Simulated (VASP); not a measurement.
A run of VASP 6.6.1 is set up as follows.

The input INCAR:

```
ALGO = Normal
EDIFF = 1E-6
ENCUT = 520
GGA = PE
ISIF = 2
ISMEAR = -1
ISPIN = 2
LASPH = T
LCHARG = F
LMAXMIX = 4
LORBIT = 11
LREAL = F
LWAVE = F
MAGMOM = 2.362 2.362 2.362 2.364 0 0 0 0
NBANDS = 48
NELM = 150
NUPDOWN = 9.45
PREC = Accurate
SIGMA = 0.1
```

File KPOINTS:

```
k-points
0
Gamma
  5 5 5
```

POSCAR

```
MnSi
1.0
    4.5480000000      0.0000000000      0.0000000000
    0.0000000000      4.5480000000      0.0000000000
    0.0000000000      0.0000000000      4.5480000000
Mn Si
4 4
Direct
    0.1380000000      0.1380000000      0.1380000000
    0.3620000000      0.8620000000      0.6380000000
    0.6380000000      0.3620000000      0.8620000000
    0.8620000000      0.6380000000      0.3620000000
    0.8460000000      0.8460000000      0.8460000000
    0.6540000000      0.1540000000      0.3460000000
    0.3460000000      0.6540000000      0.1540000000
    0.1540000000      0.3460000000      0.6540000000
```

Potentials or basis: VASP PAW PBE potentials, release 64 (Mn_pv, Si).

Launch:

```console
$ cat potpaw_PBE.64/Mn_pv/POTCAR potpaw_PBE.64/Si/POTCAR > POTCAR
$ mpirun -np 1 vasp_std > vasp.out
```

Estimate the largest force.

0.478 eV/Å.

Estimate the pressure.

10.3 GPa.

Forces on the atoms (eV/Å):
```
Mn   0.276  0.276  0.276
Mn  -0.276 -0.276  0.276
Mn   0.276 -0.276 -0.276
Mn  -0.276  0.276 -0.276
Si  -0.054 -0.054 -0.054
Si   0.054  0.054 -0.054
Si  -0.054  0.054  0.054
Si   0.054 -0.054  0.054
```

Caveat: the cell stands under pressure; the total moment is fixed, so each spin has its own Fermi level and the state may be an excited one.
